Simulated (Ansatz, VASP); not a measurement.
## Two plane-wave programs on BN

POSCAR

```
BN
1.0
    2.5290316213      0.0000000000      0.0000000000
   -1.2645158107      2.1468352225      0.0000000000
    0.0000000000      0.0000000000      6.6612000000
B N
2 2
Direct
    0.3333333333      0.6666666667      0.2500000000
    0.6666666667      0.3333333333      0.7500000000
    0.3333333333      0.6666666667      0.7500000000
    0.6666666667      0.3333333333      0.2500000000
```

INCAR.step1

```
PREC = Accurate ; ENCUT = 520
ISMEAR = 0 ; SIGMA = 0.05
LREAL = False ; LASPH = True
NELM = 100 ; NBANDS = 16
GGA = PE ; ALGO = Normal
EDIFF = 1E-4 ; LWAVE = True
LCHARG = False
```

The input INCAR.step2:

```
PREC = Accurate ; ENCUT = 520
EDIFF = 1E-7 ; ISMEAR = 0
SIGMA = 0.05 ; LREAL = False
LASPH = True ; NELM = 100
ALGO = Normal ; ISIF = 2
LWAVE = False ; LCHARG = True
METAGGA = R2SCAN ; LMIXTAU = True
LELF = True ; LVHAR = True
NBANDS = 16 ; ISTART = 1
```

Contents of KPOINTS:

```
regular mesh
0
Gamma
  12 12 4
```

Input for Ansatz:

```yaml
crystal:
  lattice:
    - [2.5290316213, 0.0, 0.0]
    - [-1.2645158107, 2.1468352225, 0.0]
    - [0.0, 0.0, 6.6612]
  atoms:
    - { symbol: B, position: [0.3333333333, 0.6666666667, 0.25] }
    - { symbol: B, position: [0.6666666667, 0.3333333333, 0.75] }
    - { symbol: "N", position: [0.3333333333, 0.6666666667, 0.75] }
    - { symbol: "N", position: [0.6666666667, 0.3333333333, 0.25] }
basis:
  ecutwfc: 500
kpoints:
  mp_grid: { grid: [12, 12, 4] }
hamiltonian:
  xc: r2scan
scf:
  occupations: { method: gaussian, width: 0.05 }
output:
  forces: true
  stress: true
  eigenvalues: true
```

Change from the starting cell: strain +0.0100 x Voigt [1, -1, 0, 0, 0, 0], atoms carried along.

Alike in both runs: task single point; functional r2SCAN; k mesh 12 × 12 × 4; occupations gaussian, width 0.05 eV; no spin polarisation.

|  | VASP | Ansatz |
| --- | --- | --- |
| version | VASP 6.6.1 | Ansatz 0.2.0 |
| potentials or method | VASP PAW PBE potentials, release 64 (B, N), cutoff 520 eV | scalar-relativistic, plane waves, PAW |
| valence electrons in the cell | 16 | 16 |

VASP gave:

| Property | Result |
| --- | --- |
| gap on the k mesh at the Fermi level (eV) | 4.81 |
| least direct gap on the mesh (eV) | 5.31 |
| pressure (GPa) | -0.1 |
| traceless stress, the component that is largest in VASP (GPa) | -8.05 |
| rms of the force components (eV/Å) | 0.144 |

**Question.** What did Ansatz give for the same quantities?

**Answer.** gap on the k mesh at the Fermi level (eV): 4.77; least direct gap on the mesh (eV): 5.27; pressure (GPa): -0.5; traceless stress, the component that is largest in VASP (GPa): -8.39; rms of the force components (eV/Å): 0.144.

VASP's potentials were made for PBE, not for r2SCAN. Atom by atom the forces differ by 0.000 eV/Å (rms over components).
